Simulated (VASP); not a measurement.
# NbSi2 (P6_422) in VASP: a series of runs

NbSi2 is run at these levels: PBEsol, LDA; tasks: relaxation of cell and atoms.

All numbers are computed with VASP 6.6.1; they aren't measurements. Logs are shortened: lines on timing, memory, paths and dates and some standing lists are left out, and cuts for length are marked.

**1. The cell of the first run**

It takes space group P6_422 (No. 181, hexagonal). The conventional cell has a = 4.794 Å, b = 4.794 Å, c = 6.589 Å, α = 90.00°, β = 90.00°, γ = 120.00°. Within 3.4 Å of Nb (site symmetry 222) lie 10 Si at 2.60 to 2.77 Å and 4 Nb at 3.25 Å. Si (site symmetry 2) has 5 Nb at 2.60 to 2.77 Å and 9 Si at 2.60 to 3.25 Å within 3.4 Å.

**2. Relaxation of cell and atoms, PBEsol**

The input, INCAR:

```
SYSTEM = NbSi2
PREC = Accurate ; ENCUT = 600
EDIFF = 1E-6 ; ISMEAR = -1
SIGMA = 0.1 ; LREAL = .False.
LASPH = .True. ; NELM = 100
ALGO = Normal ; ISIF = 3
LWAVE = .False. ; LCHARG = .False.
GGA = PS ; IBRION = 2
NSW = 80 ; EDIFFG = -0.01
```

The input, KPOINTS:

```
regular mesh
0
Gamma
  8 8 5
  0 0 0
```

The input, POSCAR:

```
NbSi2
1.0
    4.7940000000      0.0000000000      0.0000000000
   -2.3970000000      4.1517257900      0.0000000000
    0.0000000000      0.0000000000      6.5890000000
Nb Si
3 6
Direct
    0.5000000000      0.0000000000      0.0000000000
    0.5000000000      0.5000000000      0.6666666700
    0.0000000000      0.5000000000      0.3333333300
    0.1670000000      0.3340000000      0.0000000000
    0.8330000000      0.1670000000      0.6666666700
    0.6660000000      0.8330000000      0.3333333300
    0.8330000000      0.6660000000      0.0000000000
    0.1670000000      0.8330000000      0.6666666700
    0.3340000000      0.1670000000      0.3333333300
```

Potentials or basis: VASP PAW PBE potentials, release 64 (Nb_sv, Si).

Started as:

```
$ cat potpaw_PBE.64/Nb_sv/POTCAR potpaw_PBE.64/Si/POTCAR > POTCAR
$ mpirun -np 1 vasp_std > vasp.out
```

OUTCAR:

```text
SYSTEM = NbSi2
   PREC = Accurate
   ENCUT = 600
   EDIFF = 1E-6
   ISMEAR = -1
   LREAL = .False.
   LASPH = .True.
   NELM = 100
   ISIF = 3
   GGA = PS
   IBRION = 2
   NSW = 80
   EDIFFG = -0.01

 ion  position               nearest neighbor table
   1  0.500  0.000  0.000-   5 2.60   6 2.60   8 2.60   9 2.60   7 2.77   4 2.77   4 2.77   4 2.77
                             7 2.77   7 2.77
   2  0.500  0.500  0.667-   4 2.60   7 2.60   6 2.60   9 2.60   8 2.77   5 2.77   8 2.77   5 2.77
                             8 2.77   5 2.77
   3  0.000  0.500  0.333-   4 2.60   7 2.60   5 2.60   8 2.60   6 2.77   9 2.77   9 2.77   6 2.77
                             6 2.77   9 2.77
   4  0.167  0.334  0.000-   3 2.60   2 2.60   5 2.60   9 2.60   1 2.77   7 2.77   7 2.77   1 2.77
                             1 2.77   7 2.77
   5  0.833  0.167  0.667-   1 2.60   3 2.60   4 2.60   6 2.60   2 2.77   8 2.77   8 2.77   2 2.77
                             2 2.77   8 2.77
   6  0.666  0.833  0.333-   1 2.60   2 2.60   7 2.60   5 2.60   3 2.77   9 2.77   9 2.77   3 2.77
                             3 2.77   9 2.77
   7  0.833  0.666  0.000-   3 2.60   2 2.60   6 2.60   8 2.60   1 2.77   4 2.77   4 2.77   1 2.77
                             1 2.77   4 2.77
   8  0.167  0.833  0.667-   1 2.60   3 2.60   7 2.60   9 2.60   2 2.77   5 2.77   5 2.77   2 2.77
                             2 2.77   5 2.77
   9  0.334  0.167  0.333-   1 2.60   2 2.60   4 2.60   8 2.60   3 2.77   6 2.77   6 2.77   3 2.77
                             3 2.77   6 2.77

  LATTYP: Found a hexagonal cell.
 ALAT       =     4.7940000000
 C/A-ratio  =     1.3744263663

  Lattice vectors:

 A1 = (   4.7940000000,   0.0000000000,   0.0000000000)
 A2 = (  -2.3970000000,   4.1517257900,   0.0000000000)
 A3 = (   0.0000000000,   0.0000000000,   6.5890000000)

Analysis of symmetry for initial positions (statically):
=====================================================================
 Subroutine PRICEL returns:
 Original cell was already a primitive cell.

 Routine SETGRP: Setting up the symmetry group for a
 hexagonal supercell.

 Subroutine GETGRP returns: Found 12 space group operations
 (whereof  4 operations were pure point group operations)
 out of a pool of 24 trial point group operations.

The static configuration has the point symmetry D_2 .
 The point group associated with its full space group is D_6 .

Analysis of symmetry for dynamics (positions and initial velocities):
=====================================================================
 Subroutine PRICEL returns:
 Original cell was already a primitive cell.

 Routine SETGRP: Setting up the symmetry group for a
 hexagonal supercell.

 Subroutine GETGRP returns: Found 12 space group operations
 (whereof  4 operations were pure point group operations)
 out of a pool of 24 trial point group operations.

[... 125 lines left out ...]
   PSTRESS=    0.0 pullay stress
   NELECT =      63.0000    total number of electrons
   NUPDOWN=      -1.0000    fix difference up-down
   EMIN   =  10.00;   EMAX   =-10.00  energy-range for DOS
   EFERMI =   0.00;   METHOD = LEGACY
   ISMEAR =    -1;   SIGMA  =   0.10  broadening in eV -4-tet -1-fermi 0-gaus
   EFERMI_NEDOS =   21; number of points for ismear=-14 and -15
   IALGO  =     38    algorithm
   IMIX   =      4    mixing-type and parameters
     AMIX     =   0.40;   BMIX     =  1.00
     AMIX_MAG =   1.60;   BMIX_MAG =  1.00
  volume/ion in A,a.u.               =      14.57        98.33
  Fermi-wavevector in a.u.,A,eV,Ry     =   1.282152  2.422917 22.366815  1.643915
  Thomas-Fermi vector in A             =   2.414481
   LORBIT       =      0    0 simple, 1 ext, 2 COOP (PROOUT), +10 PAW based schemes
   GGA     = PS    functional components
   LHFCALC =     F    Hartree Fock is set to
   AEXX    =    0.0000 exact exchange contribution
   IVDW    =     0    specifies the selected vdW correction
   LEPSILON=     F    determine dielectric tensor
   LRPA    =     F    only Hartree local field effects (RPA)
 conjugate gradient relaxation of ions
 non-spin polarized calculation
  energy-cutoff  :      600.00
  volume of cell :      131.14
 maximum number of plane-waves:      4419
 NGX is ok and might be reduce to    40
   NGX = 19   NGY = 19   NGZ = 27

--------------------------------------- Ionic step        1  -------------------------------------------

 number of electron      62.9999997 magnetization

 Free energy of the ion-electron system (eV)
  ---------------------------------------------------
  ext. energy  EPLUGINS =         0.00000000
  ---------------------------------------------------
  free energy    TOTEN  =       -73.21606205 eV

  energy without entropy =      -73.09908841  energy(sigma->0) =      -73.15757523

------------------------ aborting loop because EDIFF is reached ----------------------------------------

  FORCE on cell =-STRESS in cart. coord.  units (eV):
  Direction    XX          YY          ZZ          XY          YZ          ZX
  --------------------------------------------------------------------------------------
  -------------------------------------------------------------------------------------
  Total       -2.0852810     -2.0852810     -0.6077074     -0.0000000      0.0000000      0.0000000
  in kB      -25.4758667    -25.4758667     -7.4243579     -0.0000000      0.0000000      0.0000000
  external PRESSURE =     -19.4586971 kB  Pullay stress =       0.0000000 kB
[... 245 lines left out ...]
--------------------------------------- Ionic step        7  -------------------------------------------

 number of electron      62.9999997 magnetization

 Free energy of the ion-electron system (eV)
  ---------------------------------------------------
  ext. energy  EPLUGINS =         0.00000000
  ---------------------------------------------------
  free energy    TOTEN  =       -73.35550323 eV

  energy without entropy =      -73.25471300  energy(sigma->0) =      -73.30510812

 E-fermi :  11.5300     XC(G=0): -12.1463

 val. band max:       11.5099111670   @ k =   0.3750   0.0000   0.4000
 cond. band min:      11.5362857625   @ k =   0.3750   0.1250   0.2000
 fundamental gap:      0.0263745955
 Fermi energy:        11.5300224806

 k-point     1 :       0.0000    0.0000    0.0000
  band No.  band energies     occupation
      1     -42.9331      2.00000
      2     -42.8932      2.00000
      3     -42.8932      2.00000
      4     -19.2269      2.00000
      5     -19.2269      2.00000
      6     -19.2101      2.00000
[... 949 lines left out ...]
     36      13.6412      0.00000
     37      14.1929      0.00000

 [... further k-points ...]
[... 5 lines left out ...]
  --------------------------------------------------------------------------------------
  -------------------------------------------------------------------------------------
  Total       -0.0009895     -0.0009895     -0.0417413      0.0000000      0.0000000      0.0000000
  in kB       -0.0122471     -0.0122471     -0.5166148      0.0000000      0.0000000      0.0000000
  external PRESSURE =      -0.1803697 kB  Pullay stress =       0.0000000 kB
[... 24 lines left out ...]
  FREE ENERGIE OF THE ION-ELECTRON SYSTEM (eV)
  ---------------------------------------------------
  free  energy   TOTEN  =       -73.3555032348 eV

  energy  without entropy=      -73.2547130003  energy(sigma->0) =      -73.30510812

 reached required accuracy - stopping structural energy minimisation
```

OSZICAR:

```text
N       E                     dE             d eps       ncg     rms          rms(c)
DAV:   1     0.617188571185E+03    0.61719E+03   -0.33852E+04  2220   0.182E+03
DAV:   2    -0.141118046909E+02   -0.63130E+03   -0.61620E+03  2679   0.622E+02
DAV:   3    -0.715300973735E+02   -0.57418E+02   -0.56049E+02  3872   0.133E+02
DAV:   4    -0.755257609097E+02   -0.39957E+01   -0.39472E+01  3408   0.293E+01
[... 65 lines left out ...]
DAV:   1    -0.733571201728E+02   -0.24395E-02   -0.97148E-02  2230   0.221E+00    0.236E-01
DAV:   2    -0.733560339654E+02    0.10862E-02   -0.59815E-03  2896   0.500E-01    0.131E-01
DAV:   3    -0.733554969432E+02    0.53702E-03   -0.17068E-03  3312   0.302E-01    0.226E-02
DAV:   4    -0.733555026861E+02   -0.57429E-05   -0.17684E-04  2839   0.999E-02    0.106E-02
DAV:   5    -0.733555032348E+02   -0.54871E-06   -0.91441E-06  3432   0.192E-02
   7 F= -.73355503E+02 E0= -.73305108E+02  d E =-.361141E-02
```

CONTCAR:

```text
NbSi2
   1.00000000000000
     4.7687456991729249    0.0000000000000000    0.0000000000000000
    -2.3843728495864625    4.1298549238588809   -0.0000000000000000
     0.0000000000000000    0.0000000000000000    6.5731097152019897
  Nb              Si
     3     6
Direct
     0.5000000000000000    0.0000000000000000    0.0000000000000000
     0.5000000000000000    0.5000000000000000    0.6666666699999979
     0.0000000000000000    0.5000000000000000    0.3333333300000021
     0.1598191107430169    0.3196382214860339    0.0000000000000000
     0.8401808892568873    0.1598191107430169    0.6666666699999979
     0.6803617785138705    0.8401808892569831    0.3333333300000021
     0.8401808892569831    0.6803617785139662    0.0000000000000000
     0.1598191107431126    0.8401808892569831    0.6666666699999979
     0.3196382214861295    0.1598191107430169    0.3333333300000021

  0.00000000E+00  0.00000000E+00  0.00000000E+00
  0.00000000E+00  0.00000000E+00  0.00000000E+00
  0.00000000E+00  0.00000000E+00  0.00000000E+00
  0.00000000E+00  0.00000000E+00  0.00000000E+00
  0.00000000E+00  0.00000000E+00  0.00000000E+00
  0.00000000E+00  0.00000000E+00  0.00000000E+00
  0.00000000E+00  0.00000000E+00  0.00000000E+00
  0.00000000E+00  0.00000000E+00  0.00000000E+00
  0.00000000E+00  0.00000000E+00  0.00000000E+00
```

Run time: 18 min. Hardware: 1 thread of Intel Xeon Platinum 8488C (Sapphire Rapids), shared host; peak memory 0.37 GiB.

Results:

* Free energy: -73.3555 eV
* Relaxed volume: 14.38 Å³/atom
* Relaxed cell: a = 4.769 Å, b = 4.769 Å, c = 6.573 Å, α = 90.00°, β = 90.00°, γ = 120.00°
* Space group after relaxing (to 0.1 Å): P6_422 (No. 181)
* Energy gained by relaxing: 15.5 meV/atom
* Ionic steps: 7
* Pressure after relaxing: 0.0 GPa
* Band gap on the k mesh: zero (an odd number of electrons rules out a gap without spin polarisation)

Step by step:
```
step  energy change (eV)  largest force (eV/Å)  pressure (GPa)  volume (Å³)
   1              0.0000                0.6783           -1.95       131.14
   2             -0.0998                0.3308            2.42       127.81
   3             -0.1002                0.3034            2.73       127.59
   4             -0.1278                0.1388           -1.21       130.22
   5             -0.1358                0.0031           -0.01       129.36
   6             -0.1386                0.0012           -0.01       129.49
   7             -0.1394                0.0018           -0.02       129.45
```

Final structure:
```
Nb Si
1.0
     4.76875    0.00000    0.00000
    -2.38437    4.12985    0.00000
     0.00000    0.00000    6.57311
Nb Si
3 6
Direct
  0.50000 0.00000 0.00000
  0.50000 0.50000 0.66667
  0.00000 0.50000 0.33333
  0.15982 0.31964 0.00000
  0.84018 0.15982 0.66667
  0.68036 0.84018 0.33333
  0.84018 0.68036 0.00000
  0.15982 0.84018 0.66667
  0.31964 0.15982 0.33333
```

Caveat: the PAW data sets were made with another functional, which shifts forces and pressure a little.

**3. Relaxation of cell and atoms, LDA**

The input, INCAR:

```
  PREC = Accurate
  ENCUT = 600
  EDIFF = 1E-7
  ISMEAR = -1
  SIGMA = 0.1
  LREAL = F
  LASPH = T
  NELM = 80
  ALGO = Normal
  ISIF = 3
  LWAVE = F
  LCHARG = F
  IBRION = 2
  NSW = 80
  EDIFFG = -0.01
```

The input, KPOINTS:

```
regular mesh
0
Gamma
  8 8 5
```

POSCAR is that of step 2.

Potentials or basis: VASP PAW LDA potentials, release 64 (Nb_sv, Si).

Started as:

```
$ cat potpaw_LDA.64/Nb_sv/POTCAR potpaw_LDA.64/Si/POTCAR > POTCAR
$ mpirun -np 1 vasp_std > vasp.out
```

Run time: 22 min. Hardware: 1 thread of Intel Xeon Platinum 8488C (Sapphire Rapids), shared host; peak memory 0.31 GiB.

Results (log left out):

```
Free energy                           : -75.3900 eV
Relaxed volume                        : 14.16 Å³/atom
Relaxed cell                          : a = 4.745 Å, b = 4.745 Å, c = 6.537 Å, α = 90.00°, β = 90.00°, γ = 120.00°
Space group after relaxing (to 0.1 Å) : P6_422 (No. 181)
Energy gained by relaxing             : 19.9 meV/atom
Ionic steps                           : 11
Pressure after relaxing               : 0.0 GPa
Largest force after relaxing          : 0.008 eV/Å
Band gap on the k mesh                : zero (an odd number of electrons rules out a gap without spin polarisation)
```

Forces in eV/Å, atoms in the order of the input:
```
Nb   0.000  0.000  0.000
Nb   0.000  0.000  0.000
Nb   0.000  0.000  0.000
Si   0.000 -0.008  0.000
Si   0.007 -0.004  0.000
Si   0.007  0.004  0.000
Si   0.000  0.008  0.000
Si  -0.007  0.004  0.000
Si  -0.007 -0.004  0.000
```

Step by step:
| step | energy change (eV) | largest force (eV/Å) | pressure (GPa) | volume (Å³) |
| --- | --- | --- | --- | --- |
| 1 | 0.0000 | 0.6435 | -4.72 | 131.14 |
| 2 | -0.0557 | 0.3752 | 7.19 | 123.16 |
| 3 | -0.1103 | 0.5077 | 1.91 | 126.35 |
| 4 | -0.1720 | 0.1070 | 0.64 | 126.97 |
| 5 | -0.1734 | 0.0343 | 0.45 | 127.08 |
| 6 | -0.1784 | 0.0027 | -0.48 | 127.82 |
| 7 | -0.1794 | 0.0112 | -0.24 | 127.62 |
| 8 | -0.1794 | 0.0107 | -0.24 | 127.63 |
| 9 | -0.1791 | 0.0051 | 0.26 | 127.31 |
| 10 | -0.1793 | 0.0091 | -0.11 | 127.54 |
| 11 | -0.1793 | 0.0080 | 0.00 | 127.47 |

Final structure:
```
Nb Si
1.0
     4.74537    0.00000    0.00000
    -2.37269    4.10961    0.00000
     0.00000    0.00000    6.53652
Nb Si
3 6
Cartesian
  2.3727 0.0000 6.5365
  1.1863 2.0548 4.3577
  -1.1863 2.0548 2.1788
  0.0000 1.3142 0.0000
  3.6072 0.6571 4.3577
  1.2345 3.4525 2.1788
  2.3727 2.7954 0.0000
  -1.2345 3.4525 4.3577
  1.1382 0.6571 2.1788
```

Levels at points of the mesh, in eV from the Fermi level:
| k point | band 30 | band 31 | band 32 | band 33 | band 34 | band 35 |
| --- | --- | --- | --- | --- | --- | --- |
| (0.00, 0.00, 0.00) | -1.98 | -1.98 | -0.98 | 0.77 | 3.32 | 3.43 |
| (0.50, 0.00, 0.00) | -0.75 | -0.14 | 0.07 | 0.79 | 1.26 | 1.65 |

LDA usually gives volumes a few per cent too small. Zero-point motion and thermal expansion aren't in these numbers.

The gap in the log of VASP goes by the Fermi energy; the results here count the filled bands.